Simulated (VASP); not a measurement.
Input of a VASP 6.6.1 run:

File INCAR:

```
PREC = Accurate ; ENCUT = 520
EDIFF = 1E-7 ; ISMEAR = 0
SIGMA = 0.05 ; LREAL = False
LASPH = True ; NELM = 80
ALGO = Normal ; ISIF = 2
LWAVE = False ; LCHARG = True
GGA = CA ; LELF = True
LVHAR = True ; NBANDS = 16
```

The input KPOINTS:

```
Automatic mesh
0
Gamma
  9 9 6
```

POSCAR

```
AlN
1.0
    3.0887424016      0.0000000000      0.0000000000
   -1.5443712008      2.6749293856      0.0000000000
    0.0000000000      0.0000000000      4.9437688231
Al N
2 2
Direct
    0.3230575814      0.6795268192      0.0015212672
    0.6769424186      0.3204731808      0.5015212672
    0.3425027181      0.6551911379      0.3834787328
    0.6574972819      0.3448088621      0.8834787328
```

Potentials or basis: VASP PAW LDA potentials, release 64 (Al, N).

The run is started by

```bash
$ cat potpaw_LDA.64/Al/POTCAR potpaw_LDA.64/N/POTCAR > POTCAR
$ mpirun -np 1 vasp_std > vasp.out
```

Problem. Predict the largest force.

Solution. 0.337 eV/Å.

Problem. Estimate the band gap on the k mesh.

Solution. 4.38 eV.

Problem. Predict the pressure.

Solution. 0.5 GPa.

Forces on the atoms (eV/Å):
```
Al   0.277 -0.189  0.028
Al  -0.277  0.189  0.028
N   -0.141  0.092 -0.028
N    0.141 -0.092 -0.028
```

Caveat: the cell differs from its parent crystal (atoms displaced along a vibrational mode); an odd mesh through Γ misses points on the zone boundary, where band edges can lie.
